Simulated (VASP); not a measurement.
# SrCl2 (Fm-3m) in VASP: a series of runs

SrCl2 is run at these levels: PBE, LDA; tasks: single point.

All numbers are computed with VASP 6.6.1; they aren't measurements. Logs are shortened: lines on timing, memory, paths and dates and some standing lists are left out, and cuts for length are marked.

## Step 1: The cell of the first run

It takes space group Fm-3m (No. 225, cubic). The conventional cell has a = 6.995 Å, b = 6.995 Å, c = 6.995 Å, α = 90.00°, β = 90.00°, γ = 90.00°. Sr (site symmetry m-3m) has 8 Cl at 3.03 Å within 4.0 Å. Cl (site symmetry -43m) has 4 Sr at 3.03 Å and 6 Cl at 3.50 Å within 4.0 Å.

## Step 2: Single point, PBE

INCAR reads:

```
SYSTEM = SrCl2
  PREC = Accurate
  ENCUT = 520
  EDIFF = 1E-7
  ISMEAR = 0
  SIGMA = 0.01
  LREAL = .False.
  LASPH = .True.
  NELM = 80
  ALGO = Normal
  ISIF = 2
  LWAVE = .False.
  LCHARG = .False.
  GGA = PE
  NBANDS = 19
```

KPOINTS reads:

```
regular mesh
0
Gamma
  6 6 6
  0 0 0
```

POSCAR reads:

```
SrCl2
1.0
    0.0000000000      3.4977180853      3.4977180853
    3.4977180853      0.0000000000      3.4977180853
    3.4977180853      3.4977180853      0.0000000000
Sr Cl
1 2
Direct
    0.0000000000      0.0000000000      0.0000000000
    0.2500000000      0.2500000000      0.2500000000
    0.7500000000      0.7500000000      0.7500000000
```

Potentials or basis: VASP PAW PBE potentials, release 64 (Sr_sv, Cl).

Command:

```console
$ cat potpaw_PBE.64/Sr_sv/POTCAR potpaw_PBE.64/Cl/POTCAR > POTCAR
$ mpirun -np 1 vasp_std > vasp.out
```

OUTCAR:

```text
SYSTEM = SrCl2
   PREC = Accurate
   ENCUT = 520
   EDIFF = 1E-7
   ISMEAR = 0
   LREAL = .False.
   LASPH = .True.
   NELM = 80
   ISIF = 2
   GGA = PE

 ion  position               nearest neighbor table
   1  0.000  0.000  0.000-   3 3.03   3 3.03   3 3.03   2 3.03   2 3.03   2 3.03   3 3.03   2 3.03

   2  0.250  0.250  0.250-   1 3.03   1 3.03   1 3.03   1 3.03
   3  0.750  0.750  0.750-   1 3.03   1 3.03   1 3.03   1 3.03

  LATTYP: Found a face centered cubic cell.
 ALAT       =     6.9954361706

  Lattice vectors:

 A1 = (   0.0000000000,   3.4977180853,   3.4977180853)
 A2 = (   3.4977180853,   0.0000000000,   3.4977180853)
 A3 = (   3.4977180853,   3.4977180853,   0.0000000000)

Analysis of symmetry for initial positions (statically):
=====================================================================
 Subroutine PRICEL returns:
 Original cell was already a primitive cell.

 Routine SETGRP: Setting up the symmetry group for a
 face centered cubic supercell.

 Subroutine GETGRP returns: Found 48 space group operations
 (whereof 48 operations were pure point group operations)
 out of a pool of 48 trial point group operations.

The static configuration has the point symmetry O_h .

Analysis of symmetry for dynamics (positions and initial velocities):
=====================================================================
 Subroutine PRICEL returns:
 Original cell was already a primitive cell.

 Routine SETGRP: Setting up the symmetry group for a
 face centered cubic supercell.

 Subroutine GETGRP returns: Found 48 space group operations
 (whereof 48 operations were pure point group operations)
 out of a pool of 48 trial point group operations.

The dynamic configuration has the point symmetry O_h .

 Subroutine INISYM returns: Found 48 space group operations
 (whereof 48 operations are pure point group operations),
 and found     1 'primitive' translations

----------------------------------------------------------------------------------------

                                     Primitive cell

  volume of cell :      85.5824

  direct lattice vectors                    reciprocal lattice vectors
     0.000000000  3.497718085  3.497718085    -0.142950343  0.142950343  0.142950343
     3.497718085  0.000000000  3.497718085     0.142950343 -0.142950343  0.142950343
     3.497718085  3.497718085  0.000000000     0.142950343  0.142950343 -0.142950343

  length of vectors
     4.946520354  4.946520354  4.946520354     0.247597257  0.247597257  0.247597257

  position of ions in fractional coordinates (direct lattice)
     0.000000000  0.000000000  0.000000000
     0.250000000  0.250000000  0.250000000
     0.750000000  0.750000000  0.750000000

  ion indices of the primitive-cell ions
   primitive index   ion index
                 1           1
                 2           2
                 3           3

----------------------------------------------------------------------------------------

 KPOINTS: regular mesh

Automatic generation of k-mesh.
 Grid dimensions read from file:
 generate k-points for:    6    6    6

 Generating k-lattice:

  Cartesian coordinates                     Fractional coordinates (reciprocal lattice)
    -0.023825057  0.023825057  0.023825057     0.166666667  0.000000000  0.000000000
     0.023825057 -0.023825057  0.023825057     0.000000000  0.166666667  0.000000000
     0.023825057  0.023825057 -0.023825057     0.000000000  0.000000000  0.166666667

  Length of vectors
     0.041266210  0.041266210  0.041266210

  Shift w.r.t. Gamma in fractional coordinates (k-lattice)
     0.000000000  0.000000000  0.000000000

 Subroutine IBZKPT returns following result:
 ===========================================

 Found     16 irreducible k-points:

 Following reciprocal coordinates:
            Coordinates               Weight
  0.000000  0.000000  0.000000      1.000000
  0.166667  0.000000  0.000000      8.000000
  0.333333  0.000000  0.000000      8.000000
  0.500000  0.000000  0.000000      4.000000
  0.166667  0.166667  0.000000      6.000000
  0.333333  0.166667  0.000000     24.000000
[... 8 lines left out ...]
 -0.333333  0.333333  0.166667     24.000000
 -0.333333  0.500000  0.166667     12.000000
   k-points           NKPTS =     16   k-points in BZ     NKDIM =     16   number of bands    NBANDS=     19
   number of dos      NEDOS =    301   number of ions     NIONS =      3
   total plane-waves  NPLWV =  64000
   dimension x,y,z NGX =    40 NGY =   40 NGZ =   40
   dimension x,y,z NGXF=    80 NGYF=   80 NGZF=   80
   ions per type =               1   2
   NGX,Y,Z   is equivalent  to a cutoff of  13.44, 13.44, 13.44 a.u.
   NGXF,Y,Z  is equivalent  to a cutoff of  26.89, 26.89, 26.89 a.u.
 SYSTEM =  SrCl2
   PREC   = accura    normal or accurate (medium, high low for compatibility)
   ISTART =      0    job   : 0-new  1-cont  2-samecut
   ICHARG =      2    charge: 1-file 2-atom 10-const
   ISPIN  =      1    spin polarized calculation?
   LNONCOLLINEAR =      F non collinear calculations
   LSORBIT =      F    spin-orbit coupling
   LASPH  =      T    aspherical Exc in radial PAW
   ENCUT  =  520.0 eV  38.22 Ry    6.18 a.u.   9.20  9.20  9.20*2*pi/ulx,y,z
   NELM   =     80;   NELMIN=  2; NELMDL= -5     # of ELM steps
   EDIFF  = 0.1E-06   stopping-criterion for ELM
   LREAL  =      F    real-space projection
   EDIFFG = 0.1E-05   stopping-criterion for IOM
   NSW    =      0    number of steps for IOM
   IBRION =     -1    ionic relax: 0-MD 1-quasi-New 2-CG
   NFREE  =      0    steps in history (QN), initial steepest desc. (CG)
   ISIF   =      2    stress and relaxation
   ISYM   =      2    0-nonsym 1-usesym 2-fastsym
   POTIM  = 0.5000    time-step for ionic-motion
   TEBEG  =    0.0;   TEEND  =   0.0 temperature during run
   PSTRESS=    0.0 pullay stress
   NELECT =      24.0000    total number of electrons
   NUPDOWN=      -1.0000    fix difference up-down
   EMIN   =  10.00;   EMAX   =-10.00  energy-range for DOS
   EFERMI =   0.00;   METHOD = LEGACY
   ISMEAR =     0;   SIGMA  =   0.01  broadening in eV -4-tet -1-fermi 0-gaus
   EFERMI_NEDOS =   21; number of points for ismear=-14 and -15
   IALGO  =     38    algorithm
   IMIX   =      4    mixing-type and parameters
     AMIX     =   0.40;   BMIX     =  1.00
     AMIX_MAG =   1.60;   BMIX_MAG =  1.00
  volume/ion in A,a.u.               =      28.53       192.51
  Fermi-wavevector in a.u.,A,eV,Ry     =   1.071562  2.024958 15.622809  1.148244
  Thomas-Fermi vector in A             =   2.207306
   LORBIT       =      0    0 simple, 1 ext, 2 COOP (PROOUT), +10 PAW based schemes
   GGA     = PE    functional components
   LHFCALC =     F    Hartree Fock is set to
   AEXX    =    0.0000 exact exchange contribution
   IVDW    =     0    specifies the selected vdW correction
   LEPSILON=     F    determine dielectric tensor
   LRPA    =     F    only Hartree local field effects (RPA)
 non-spin polarized calculation
 Gauss-broadening in eV      SIGMA  =   0.01
  energy-cutoff  :      520.00
  volume of cell :       85.58
 maximum number of plane-waves:      2332
 NGX is ok and might be reduce to    40
   NGX = 19   NGY = 19   NGZ = 19

 number of electron      24.0000002 magnetization

 Free energy of the ion-electron system (eV)
  ---------------------------------------------------
  ext. energy  EPLUGINS =         0.00000000
  ---------------------------------------------------
  free energy    TOTEN  =       -12.78650149 eV

  energy without entropy =      -12.78650149  energy(sigma->0) =      -12.78650149

 E-fermi :   0.1586     XC(G=0):  -8.2483

 val. band max:        0.1000920281   @ k =   0.5000   0.5000   0.0000
 cond. band min:       5.4071009478   @ k =   0.0000   0.0000   0.0000
 fundamental gap:      5.3070089197
 Fermi energy:         0.1586066760

 k-point     1 :       0.0000    0.0000    0.0000
  band No.  band energies     occupation
      1     -32.8135      2.00000
      2     -14.8016      2.00000
      3     -14.8016      2.00000
      4     -14.8016      2.00000
      5     -13.1804      2.00000
      6     -12.3467      2.00000
[... 11 lines left out ...]
     18       9.1219      0.00000
     19       9.3660      0.00000

 k-point     2 :       0.1667    0.0000    0.0000
  band No.  band energies     occupation
      1     -32.8127      2.00000
      2     -14.8840      2.00000
      3     -14.8050      2.00000
      4     -14.8050      2.00000
      5     -13.0365      2.00000
      6     -12.4024      2.00000
[... 11 lines left out ...]
     18       8.8198      0.00000
     19       9.8825      0.00000

 k-point     3 :       0.3333    0.0000    0.0000
  band No.  band energies     occupation
      1     -32.8112      2.00000
      2     -15.0161      2.00000
      3     -14.8116      2.00000
      4     -14.8116      2.00000
      5     -12.8250      2.00000
      6     -12.4610      2.00000
[... 11 lines left out ...]
     18       8.6527      0.00000
     19       9.1704      0.00000

 k-point     4 :       0.5000    0.0000    0.0000
  band No.  band energies     occupation
      1     -32.8105      2.00000
      2     -15.0712      2.00000
      3     -14.8148      2.00000
      4     -14.8148      2.00000
      5     -12.7889      2.00000
      6     -12.4273      2.00000
[... 11 lines left out ...]
     18       8.6829      0.00000
     19       8.8228      0.00000

 k-point     5 :       0.1667    0.1667    0.0000
  band No.  band energies     occupation
      1     -32.8125      2.00000
      2     -14.9036      2.00000
      3     -14.8095      2.00000
      4     -14.8095      2.00000
      5     -12.9842      2.00000
      6     -12.4248      2.00000
[... 11 lines left out ...]
     18       8.8637      0.00000
     19       9.0076      0.00000

 k-point     6 :       0.3333    0.1667    0.0000
  band No.  band energies     occupation
      1     -32.8112      2.00000
      2     -14.9992      2.00000
      3     -14.8307      2.00000
      4     -14.8168      2.00000
      5     -12.7768      2.00000
      6     -12.4993      2.00000
[... 11 lines left out ...]
     18       8.5778      0.00000
     19       9.5109      0.00000

 k-point     7 :       0.5000    0.1667    0.0000
  band No.  band energies     occupation
      1     -32.8102      2.00000
      2     -15.0479      2.00000
      3     -14.8675      2.00000
      4     -14.8194      2.00000
      5     -12.7045      2.00000
      6     -12.4700      2.00000
[... 11 lines left out ...]
     18       8.8668      0.00000
     19       9.2386      0.00000

 k-point     8 :      -0.3333    0.1667    0.0000
  band No.  band energies     occupation
      1     -32.8105      2.00000
      2     -15.0255      2.00000
      3     -14.8741      2.00000
      4     -14.8149      2.00000
      5     -12.7117      2.00000
      6     -12.4874      2.00000
[... 11 lines left out ...]
     18       8.6396      0.00000
     19       9.3976      0.00000

 k-point     9 :      -0.1667    0.1667    0.0000
  band No.  band energies     occupation
      1     -32.8117      2.00000
      2     -14.9559      2.00000
      3     -14.8355      2.00000
      4     -14.8076      2.00000
      5     -12.8609      2.00000
      6     -12.4683      2.00000
[... 11 lines left out ...]
     18       8.9568      0.00000
     19       9.9734      0.00000

 k-point    10 :       0.3333    0.3333    0.0000
  band No.  band energies     occupation
      1     -32.8105      2.00000
      2     -15.0637      2.00000
      3     -14.8253      2.00000
      4     -14.8253      2.00000
      5     -12.6228      2.00000
      6     -12.5728      2.00000
[... 11 lines left out ...]
     18       8.0843      0.00000
     19       9.6444      0.00000

 k-point    11 :       0.5000    0.3333    0.0000
  band No.  band energies     occupation
      1     -32.8097      2.00000
      2     -15.0832      2.00000
      3     -14.8701      2.00000
      4     -14.8286      2.00000
      5     -12.6085      2.00000
      6     -12.5045      2.00000
[... 11 lines left out ...]
     18       9.0106      0.00000
     19       9.8559      0.00000

 k-point    12 :      -0.3333    0.3333    0.0000
  band No.  band energies     occupation
      1     -32.8097      2.00000
      2     -15.0054      2.00000
      3     -14.9594      2.00000
      4     -14.8234      2.00000
      5     -12.5983      2.00000
      6     -12.5096      2.00000
[... 11 lines left out ...]
     18       9.1105      0.00000
     19      10.2404      0.00000

 k-point    13 :       0.5000    0.5000    0.0000
  band No.  band energies     occupation
      1     -32.8095      2.00000
      2     -15.1298      2.00000
      3     -14.8331      2.00000
      4     -14.8331      2.00000
      5     -12.6433      2.00000
      6     -12.4485      2.00000
[... 11 lines left out ...]
     18       8.7310      0.00000
     19       9.9515      0.00000

 k-point    14 :       0.5000    0.3333    0.1667
  band No.  band energies     occupation
      1     -32.8102      2.00000
      2     -15.0313      2.00000
      3     -14.8875      2.00000
      4     -14.8225      2.00000
      5     -12.6154      2.00000
      6     -12.5500      2.00000
[... 11 lines left out ...]
     18       8.7738      0.00000
     19       9.8638      0.00000

 k-point    15 :      -0.3333    0.3333    0.1667
  band No.  band energies     occupation
      1     -32.8097      2.00000
      2     -15.0123      2.00000
      3     -14.9491      2.00000
      4     -14.8269      2.00000
      5     -12.5978      2.00000
      6     -12.5100      2.00000
[... 11 lines left out ...]
     18       9.2026      0.00000
     19       9.9644      0.00000

 k-point    16 :      -0.3333    0.5000    0.1667
  band No.  band energies     occupation
      1     -32.8095      2.00000
      2     -15.0614      2.00000
      3     -14.9136      2.00000
      4     -14.8334      2.00000
      5     -12.5884      2.00000
      6     -12.4917      2.00000
[... 11 lines left out ...]
     18       9.5975      0.00000
     19      10.0599      0.00000

------------------------ aborting loop because EDIFF is reached ----------------------------------------

  FORCE on cell =-STRESS in cart. coord.  units (eV):
  Direction    XX          YY          ZZ          XY          YZ          ZX
  --------------------------------------------------------------------------------------
  -------------------------------------------------------------------------------------
  Total        0.4119616      0.4119616      0.4119616      0.0000000      0.0000000     -0.0000000
  in kB        7.7122821      7.7122821      7.7122821      0.0000000      0.0000000     -0.0000000
  external PRESSURE =       7.7122821 kB  Pullay stress =       0.0000000 kB

 VOLUME and BASIS-vectors are now :
 -----------------------------------------------------------------------------
  energy-cutoff  :      520.00
  volume of cell :       85.58
      direct lattice vectors                 reciprocal lattice vectors
     0.000000000  3.497718085  3.497718085    -0.142950343  0.142950343  0.142950343
     3.497718085  0.000000000  3.497718085     0.142950343 -0.142950343  0.142950343
     3.497718085  3.497718085  0.000000000     0.142950343  0.142950343 -0.142950343

 POSITION                                       TOTAL-FORCE (eV/Angst)
 -----------------------------------------------------------------------------------
      0.00000      0.00000      0.00000        -0.000000     -0.000000     -0.000000
      1.74886      1.74886      1.74886        -0.000000     -0.000000     -0.000000
      5.24658      5.24658      5.24658         0.000000      0.000000      0.000000
 -----------------------------------------------------------------------------------
    total drift:                               -0.000000     -0.000000      0.000000

  FREE ENERGIE OF THE ION-ELECTRON SYSTEM (eV)
  ---------------------------------------------------
  free  energy   TOTEN  =       -12.7865014935 eV

  energy  without entropy=      -12.7865014935  energy(sigma->0) =      -12.78650149
```

Run time: 47 s. Hardware: 1 thread of Intel Xeon Platinum 8175M at 2.50GHz (Skylake/Cascade Lake), shared host; peak memory 0.23 GiB.

What came out:

```yaml
Free_energy: -12.7865 eV
Pressure: 0.8 GPa
Band_gap_on_the_k_mesh: 5.31 eV, indirect (least direct gap 5.51 eV)
```

A k mesh can miss the band edges. As with any semilocal functional, this PBE gap is likely too small.

(Continued in part 2 of 2.)
